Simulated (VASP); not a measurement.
# Al (P6_3/mmc) in VASP: single point with PBE+D3(BJ)

Aim: the single point of Al with PBE+D3(BJ).

All numbers are computed with VASP 6.6.1; they aren't measurements. Logs are shortened: lines on timing, memory, paths and dates and some standing lists are left out, and cuts for length are marked.

### Step 1. The cell of the first run

The structure is hexagonal, space group P6_3/mmc (No. 194). Conventional cell: a = 2.814 Å, b = 2.814 Å, c = 9.241 Å, α = 90.00°, β = 90.00°, γ = 120.00°. Within 3.7 Å of Al (site symmetry -3m) lie 12 Al at 2.81 to 2.82 Å. Within 3.7 Å of Al (site symmetry -6m2) lie 12 Al at 2.81 to 2.82 Å.

### Step 2. Single point, PBE+D3(BJ)

Input file INCAR:

```
PREC = Accurate
ENCUT = 520
EDIFF = 1E-6
ISMEAR = 0
SIGMA = 0.1
LREAL = False
LASPH = True
NELM = 60
ALGO = Normal
ISIF = 2
LWAVE = False
LCHARG = False
GGA = PE
IVDW = 12
NBANDS = 14
```

Input file KPOINTS:

```
regular mesh
0
Gamma
  18 18 6
```

Input file POSCAR:

```
Al
1.0
    2.8144222611      0.0000000000      0.0000000000
   -1.4072111306      2.4373611751      0.0000000000
    0.0000000000      0.0000000000      9.2410470816
Al
4
Direct
    0.0000000000      0.0000000000      0.0000000000
    0.3333333333      0.6666666667      0.2500000000
    0.0000000000      0.0000000000      0.5000000000
    0.6666666667      0.3333333333      0.7500000000
```

Potentials or basis: VASP PAW PBE potentials, release 64 (Al).

Run with:

```console
$ cat potpaw_PBE.64/Al/POTCAR > POTCAR
$ mpirun -np 1 vasp_std > vasp.out
```

OUTCAR:

```text
PREC = Accurate
   ENCUT = 520
   EDIFF = 1E-6
   ISMEAR = 0
   LREAL = False
   LASPH = True
   NELM = 60
   ISIF = 2
   GGA = PE
   IVDW = 12
 IVDW          = 12

 ion  position               nearest neighbor table
   1  0.000  0.000  0.000-   2 2.82   4 2.82   4 2.82   2 2.82   4 2.82   2 2.82
   2  0.333  0.667  0.250-   1 2.82   3 2.82   1 2.82   3 2.82   1 2.82   3 2.82
   3  0.000  0.000  0.500-   2 2.82   4 2.82   4 2.82   2 2.82   4 2.82   2 2.82
   4  0.667  0.333  0.750-   1 2.82   3 2.82   1 2.82   3 2.82   1 2.82   3 2.82

  LATTYP: Found a hexagonal cell.
 ALAT       =     2.8144222611
 C/A-ratio  =     3.2834614796

  Lattice vectors:

 A1 = (   2.8144222611,   0.0000000000,   0.0000000000)
 A2 = (  -1.4072111306,   2.4373611751,   0.0000000000)
 A3 = (   0.0000000000,   0.0000000000,   9.2410470816)

Analysis of symmetry for initial positions (statically):
=====================================================================
 Subroutine PRICEL returns:
 Original cell was already a primitive cell.

 Routine SETGRP: Setting up the symmetry group for a
 hexagonal supercell.

 Subroutine GETGRP returns: Found 24 space group operations
 (whereof 12 operations were pure point group operations)
 out of a pool of 24 trial point group operations.

The static configuration has the point symmetry D_3d.
 The point group associated with its full space group is D_6h.

Analysis of symmetry for dynamics (positions and initial velocities):
=====================================================================
 Subroutine PRICEL returns:
 Original cell was already a primitive cell.

 Routine SETGRP: Setting up the symmetry group for a
 hexagonal supercell.

 Subroutine GETGRP returns: Found 24 space group operations
 (whereof 12 operations were pure point group operations)
 out of a pool of 24 trial point group operations.

The dynamic configuration has the point symmetry D_3d.
 The point group associated with its full space group is D_6h.

 Subroutine INISYM returns: Found 24 space group operations
 (whereof 12 operations are pure point group operations),
 and found     1 'primitive' translations

----------------------------------------------------------------------------------------

                                     Primitive cell

  volume of cell :      63.3914

  direct lattice vectors                    reciprocal lattice vectors
     2.814422261  0.000000000  0.000000000     0.355312710  0.205139889  0.000000000
    -1.407211131  2.437361175  0.000000000     0.000000000  0.410279777  0.000000000
     0.000000000  0.000000000  9.241047082     0.000000000  0.000000000  0.108212845

  length of vectors
     2.814422261  2.814422261  9.241047082     0.410279777  0.410279777  0.108212845

  position of ions in fractional coordinates (direct lattice)
     0.000000000  0.000000000  0.000000000
     0.333333333  0.666666667  0.250000000
     0.000000000  0.000000000  0.500000000
     0.666666667  0.333333333  0.750000000

  ion indices of the primitive-cell ions
   primitive index   ion index
                 1           1
                 2           2
                 3           3
                 4           4

----------------------------------------------------------------------------------------

 KPOINTS: regular mesh

Automatic generation of k-mesh.
 Grid dimensions read from file:
 generate k-points for:   18   18    6

 Generating k-lattice:

  Cartesian coordinates                     Fractional coordinates (reciprocal lattice)
     0.019739595  0.011396660  0.000000000     0.055555556  0.000000000  0.000000000
     0.000000000  0.022793321  0.000000000     0.000000000  0.055555556  0.000000000
     0.000000000  0.000000000  0.018035474     0.000000000  0.000000000  0.166666667

  Length of vectors
     0.022793321  0.022793321  0.018035474

  Shift w.r.t. Gamma in fractional coordinates (k-lattice)
     0.000000000  0.000000000  0.000000000

 Subroutine IBZKPT returns following result:
 ===========================================

 Found    148 irreducible k-points:

 Following reciprocal coordinates:
            Coordinates               Weight
  0.000000  0.000000  0.000000      1.000000
  0.055556  0.000000  0.000000      6.000000
  0.111111  0.000000  0.000000      6.000000
  0.166667 -0.000000  0.000000      6.000000
  0.222222  0.000000  0.000000      6.000000
  0.277778 -0.000000  0.000000      6.000000
[... 16 lines left out ...]
  0.333333  0.111111  0.000000     12.000000
  0.388889  0.111111  0.000000     12.000000
 [... further k-points ...]
   k-points           NKPTS =    148   k-points in BZ     NKDIM =    148   number of bands    NBANDS=     14
   number of dos      NEDOS =    301   number of ions     NIONS =      4
   total plane-waves  NPLWV =  40320
   dimension x,y,z NGX =    24 NGY =   24 NGZ =   70
   dimension x,y,z NGXF=    48 NGYF=   48 NGZF=  140
   ions per type =               4
   NGX,Y,Z   is equivalent  to a cutoff of  14.18, 14.18, 12.59 a.u.
   NGXF,Y,Z  is equivalent  to a cutoff of  28.35, 28.35, 25.19 a.u.
 SYSTEM =  unknown system
   PREC   = accura    normal or accurate (medium, high low for compatibility)
   ISTART =      0    job   : 0-new  1-cont  2-samecut
   ICHARG =      2    charge: 1-file 2-atom 10-const
   ISPIN  =      1    spin polarized calculation?
   LNONCOLLINEAR =      F non collinear calculations
   LSORBIT =      F    spin-orbit coupling
   LASPH  =      T    aspherical Exc in radial PAW
   ENCUT  =  520.0 eV  38.22 Ry    6.18 a.u.   5.23  5.23 17.18*2*pi/ulx,y,z
   NELM   =     60;   NELMIN=  2; NELMDL= -5     # of ELM steps
   EDIFF  = 0.1E-05   stopping-criterion for ELM
   LREAL  =      F    real-space projection
   EDIFFG = 0.1E-04   stopping-criterion for IOM
   NSW    =      0    number of steps for IOM
   IBRION =     -1    ionic relax: 0-MD 1-quasi-New 2-CG
   NFREE  =      0    steps in history (QN), initial steepest desc. (CG)
   ISIF   =      2    stress and relaxation
   ISYM   =      2    0-nonsym 1-usesym 2-fastsym
   POTIM  = 0.5000    time-step for ionic-motion
   TEBEG  =    0.0;   TEEND  =   0.0 temperature during run
   PSTRESS=    0.0 pullay stress
   NELECT =      12.0000    total number of electrons
   NUPDOWN=      -1.0000    fix difference up-down
   EMIN   =  10.00;   EMAX   =-10.00  energy-range for DOS
   EFERMI =   0.00;   METHOD = LEGACY
   ISMEAR =     0;   SIGMA  =   0.10  broadening in eV -4-tet -1-fermi 0-gaus
   EFERMI_NEDOS =   21; number of points for ismear=-14 and -15
   IALGO  =     38    algorithm
   IMIX   =      4    mixing-type and parameters
     AMIX     =   0.40;   BMIX     =  1.00
     AMIX_MAG =   1.60;   BMIX_MAG =  1.00
  volume/ion in A,a.u.               =      15.85       106.95
  Fermi-wavevector in a.u.,A,eV,Ry     =   0.939994  1.776331 12.021957  0.883589
  Thomas-Fermi vector in A             =   2.067362
   LORBIT       =      0    0 simple, 1 ext, 2 COOP (PROOUT), +10 PAW based schemes
   GGA     = PE    functional components
   LHFCALC =     F    Hartree Fock is set to
   AEXX    =    0.0000 exact exchange contribution
   IVDW    =    12    specifies the selected vdW correction
   LEPSILON=     F    determine dielectric tensor
   LRPA    =     F    only Hartree local field effects (RPA)
 non-spin polarized calculation
 Gauss-broadening in eV      SIGMA  =   0.10
  energy-cutoff  :      520.00
  volume of cell :       63.39
 maximum number of plane-waves:      1728
 NGX is ok and might be reduce to    24
   NGX = 11   NGY = 11   NGZ = 35

 number of electron      12.0000000 magnetization

 Free energy of the ion-electron system (eV)
  ---------------------------------------------------
  ext. energy  EPLUGINS =         0.00000000
  ---------------------------------------------------
  free energy    TOTEN  =       -14.90699693 eV

  energy without entropy =      -14.89948041  energy(sigma->0) =      -14.90323867

 E-fermi :   8.4183     XC(G=0): -10.3442

 val. band max:        8.3815042061   @ k =   0.3889   0.0556   0.0000
 cond. band min:       8.4261983124   @ k =   0.3889   0.1667   0.1667
 fundamental gap:      0.0446941063
 Fermi energy:         8.4183487952

 k-point     1 :       0.0000    0.0000    0.0000
  band No.  band energies     occupation
      1      -2.9901      2.00000
      2      -1.2710      2.00000
      3      -1.2640      2.00000
      4       3.6435      2.00000
      5       3.9246      2.00000
      6      11.8439      0.00000
      7      11.8561      0.00000
      8      19.4948      0.00000
      9      19.4948      0.00000
     10      19.6337      0.00000
     11      19.6337      0.00000
     12      20.5802      0.00000
     13      20.5832      0.00000
     14      20.7308      0.00000

 k-point     2 :       0.0556    0.0000    0.0000
  band No.  band energies     occupation
      1      -2.9132      2.00000
      2      -1.1950      2.00000
      3      -1.1881      2.00000
      4       3.7145      2.00000
      5       3.9995      2.00000
      6      11.9050      0.00000
      7      11.9198      0.00000
      8      17.8226      0.00000
      9      18.4506      0.00000
     10      19.1752      0.00000
     11      19.2550      0.00000
     12      19.7583      0.00000
     13      19.8529      0.00000
     14      19.8778      0.00000

 k-point     3 :       0.1111    0.0000    0.0000
  band No.  band energies     occupation
      1      -2.6828      2.00000
      2      -0.9675      2.00000
      3      -0.9607      2.00000
      4       3.9277      2.00000
      5       4.2232      2.00000
      6      12.0779      0.00000
      7      12.1058      0.00000
      8      15.7411      0.00000
      9      17.1181      0.00000
     10      17.2095      0.00000
     11      17.4701      0.00000
     12      18.9221      0.00000
     13      18.9225      0.00000
     14      18.9705      0.00000

 k-point     4 :       0.1667   -0.0000    0.0000
  band No.  band energies     occupation
      1      -2.2998      2.00000
      2      -0.5892      2.00000
      3      -0.5825      2.00000
      4       4.2829      2.00000
      5       4.5927      2.00000
      6      12.2632      0.00000
      7      12.3837      0.00000
      8      13.7838      0.00000
      9      15.0545      0.00000
     10      15.1959      0.00000
     11      16.6210      0.00000
     12      17.9787      0.00000
     13      18.0823      0.00000
     14      18.0890      0.00000

 k-point     5 :       0.2222    0.0000    0.0000
  band No.  band energies     occupation
      1      -1.7654      2.00000
      2      -0.0614      2.00000
      3      -0.0551      2.00000
      4       4.7798      2.00000
      5       5.1012      2.00000
      6      11.3502      0.00000
      7      12.4253      0.00000
      8      12.9878      0.00000
      9      13.2203      0.00000
     10      13.6255      0.00000
     11      15.9037      0.00000
[... 276 lines left out ...]
 k-point    22 :       0.2778    0.1111    0.0000
  band No.  band energies     occupation
      1      -0.0243      2.00000
      2       1.6569      2.00000
      3       1.6611      2.00000
      4       6.4006      2.00000
      5       6.5742      2.00000
      6       8.1468      1.99988
      7       9.5441      0.00000
      8       9.6290      0.00000
      9      11.7299      0.00000
     10      13.1362      0.00000
     11      13.4469      0.00000
     12      14.1222      0.00000
     13      14.3449      0.00000
     14      15.2311      0.00000

 k-point    23 :       0.3333    0.1111    0.0000
  band No.  band energies     occupation
      1       0.9495      2.00000
      2       2.6155      2.00000
      3       2.6171      2.00000
      4       6.0965      2.00000
      5       7.2206      2.00000
      6       7.5644      2.00000
      7       8.0333      2.00000
      8       8.3287      1.79497
      9      11.3118      0.00000
     10      12.4055      0.00000
     11      12.8657      0.00000
     12      13.0921      0.00000
     13      13.5859      0.00000
     14      15.7363      0.00000

 k-point    24 :       0.3889    0.1111    0.0000
  band No.  band energies     occupation
      1       2.0633      2.00000
      2       3.6949      2.00000
      3       3.7017      2.00000
      4       4.6826      2.00000
      5       6.3666      2.00000
      6       6.3895      2.00000
      7       8.4605      0.55115
      8       8.9246      0.00000
      9      10.7992      0.00000
     10      11.0110      0.00000
     11      12.0917      0.00000
     12      12.8524      0.00000
     13      13.1419      0.00000
     14      16.5762      0.00000

 [... further k-points ...]

------------------------ aborting loop because EDIFF is reached ----------------------------------------

 Edisp (eV)   -1.40282

 E8    (eV) :    -0.6276

  FORCE on cell =-STRESS in cart. coord.  units (eV):
  Direction    XX          YY          ZZ          XY          YZ          ZX
  --------------------------------------------------------------------------------------
  -------------------------------------------------------------------------------------
  Total      -0.00779    -0.00779     0.00724     0.00000     0.00000     0.00000
  in kB      -0.19687    -0.19687     0.18310     0.00000     0.00000     0.00000
  external pressure =       -0.07 kB  Pullay stress =        0.00 kB

 VOLUME and BASIS-vectors are now :
 -----------------------------------------------------------------------------
  energy-cutoff  :      520.00
  volume of cell :       63.39
      direct lattice vectors                 reciprocal lattice vectors
     2.814422261  0.000000000  0.000000000     0.355312710  0.205139889  0.000000000
    -1.407211131  2.437361175  0.000000000     0.000000000  0.410279777  0.000000000
     0.000000000  0.000000000  9.241047082     0.000000000  0.000000000  0.108212845

 POSITION                                       TOTAL-FORCE (eV/Angst)
 -----------------------------------------------------------------------------------
      0.00000      0.00000      0.00000        -0.000000      0.000000      0.000000
     -0.00000      1.62491      2.31026        -0.000000      0.000000      0.000000
      0.00000      0.00000      4.62052        -0.000000      0.000000      0.000000
      1.40721      0.81245      6.93079         0.000000     -0.000000     -0.000000
 -----------------------------------------------------------------------------------
    total drift:                               -0.000000      0.000000      0.000000

  FREE ENERGIE OF THE ION-ELECTRON SYSTEM (eV)
  ---------------------------------------------------
  free  energy   TOTEN  =       -16.3098148178 eV

  energy  without entropy=      -16.3022982943  energy(sigma->0) =      -16.30605656
```

It took 91 s on 1 thread of AMD EPYC 7R13 (Zen 3), shared host; peak memory 0.22 GiB.

Results:

```
Free energy                : -16.3098 eV
Pressure                   : 0.0 GPa
Band gap on the k mesh     : zero (band 6 reaches 12.36 eV, above the bottom of band 7 at 6.85 eV)
Dispersion energy per atom : -0.351 eV
```

Levels at points of the mesh, in eV from the Fermi level:
| k point | band 4 | band 5 | band 6 | band 7 | band 8 | band 9 |
| --- | --- | --- | --- | --- | --- | --- |
| (0.00, 0.00, 0.00) | -4.77 | -4.49 | 3.43 | 3.44 | 11.08 | 11.08 |
| (0.50, 0.00, 0.00) | -3.96 | -3.35 | -3.28 | 0.82 | 1.26 | 1.35 |
| (0.00, 0.00, 0.50) | -7.56 | -0.95 | -0.95 | 8.38 | 8.38 | 11.41 |
| (0.50, 0.00, 0.50) | -4.88 | -1.89 | -1.89 | -1.21 | -1.21 | 4.66 |

Caveat: pairwise dispersion overbinds metals, which lowers pressure and volume.
